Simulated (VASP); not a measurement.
A run of VASP 6.6.1:

Contents of INCAR:

```
PREC     = Accurate       # precision mode
ENCUT    = 600            # plane-wave cutoff, eV
EDIFF    = 1E-6           # SCF threshold, eV
ISMEAR   = 0              # smearing method
SIGMA    = 0.1            # smearing width, eV
LREAL    = F              # projectors in reciprocal space
LASPH    = T              # aspherical terms in the spheres
NELM     = 120            # most SCF steps
ALGO     = Normal         # electronic algorithm
ISIF     = 2              # what is computed and relaxed
LWAVE    = F              # write WAVECAR
LCHARG   = F              # write CHGCAR
GGA      = PE             # functional
NBANDS   = 7              # bands
GGA_COMPAT= F
```

File KPOINTS:

```
Automatic mesh
0
Gamma
  14 14 12
```

The input POSCAR:

```
Mg
1.0
    3.2434142809     -0.0220231646      0.0198574517
   -1.6407797605      2.7233389079      0.0009548191
    0.0198218926      0.0125447308      3.1977188644
Mg
1
Direct
    0.0000000000      0.0000000000      0.0000000000
```

Potentials or basis: VASP PAW PBE potentials, release 64 (Mg).

Launch:

```sh
$ cat potpaw_PBE.64/Mg/POTCAR > POTCAR
$ mpirun -np 1 vasp_std > vasp.out
```

Hardware: 1 thread of Intel(R) Xeon(R) Platinum 8488C (Sapphire Rapids), with other jobs on the host.

Question: Estimate the wall time of this run.

Answer: Wall time 93 s on 1 thread of Intel(R) Xeon(R) Platinum 8488C (Sapphire Rapids), with other jobs on the host, peak memory 0.41 GiB. Counts: scf iterations 9, k points 1180.
